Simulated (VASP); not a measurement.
Wanted: the native input for a VASP 6.6.1 run.

| Item | Value |
| --- | --- |
| Task | single point |
| Functional | PBEsol |
| Potentials or basis | VASP PAW PBE potentials, release 64 (Cu, O) |
| Cutoff | 520 eV |
| k mesh | 8 × 8 × 4 |
| Occupations | fermi-dirac, width 0.05 eV |
| Spin | no spin polarisation |
| Dipole correction | no |
| Further INCAR settings | ALGO = Normal; EDIFF = 1e-06; NBANDS = 25 |

The structure of CuO lies in POSCAR:

```
CuO
1.0
    2.0414604948     -2.0435797736      0.1629490250
    2.0414604948      2.0435797736      0.1629490250
   -0.3976491204      0.0000000000      5.0795525312
Cu O
2 2
Direct
   -0.0056837245      0.4941005701      0.0018500774
    0.4941005701     -0.0056837245      0.5018500774
    0.4937901676      0.4947929868      0.2518499226
    0.4947929868      0.4937901676      0.7518499226
```

These files were run (other wordings do the same):

INCAR

```
SYSTEM = CuO
PREC     = Accurate       ! precision mode
ENCUT    = 520            ! plane-wave cutoff, eV
EDIFF    = 1E-6           ! SCF threshold, eV
ISMEAR   = -1             ! smearing method
SIGMA    = 0.05           ! smearing width, eV
LREAL    = .FALSE.        ! projectors in reciprocal space
LASPH    = .TRUE.         ! aspherical terms in the spheres
NELM     = 60             ! most SCF steps
ALGO     = Normal         ! electronic algorithm
ISIF     = 2              ! what is computed and relaxed
LWAVE    = .FALSE.        ! write WAVECAR
LCHARG   = .FALSE.        ! write CHGCAR
GGA      = PS             ! functional
NBANDS   = 25             ! bands
```

KPOINTS

```
Automatic mesh
0
G
  8 8 4
  0 0 0
```

Potentials or basis: VASP PAW PBE potentials, release 64 (Cu, O).

Command:

```console
$ cat potpaw_PBE.64/Cu/POTCAR potpaw_PBE.64/O/POTCAR > POTCAR
$ mpirun -np 1 vasp_std > vasp.out
```

Results of the run:

```json
{
 "Pressure": "0.7 GPa",
 "Band gap on the k mesh": "zero (bands 17 and 18 overlap by 1.21 eV)"
}
```

Caveat: the PAW data sets were made with another functional, which shifts forces and pressure a little; semilocal functionals often make such compounds metallic where correlation or magnetic order opens a gap, which also shifts bond lengths.

It took 27 s on 1 thread of Intel(R) Xeon(R) 6975P-C (Granite Rapids), on a shared host, peak memory 0.2 GiB.
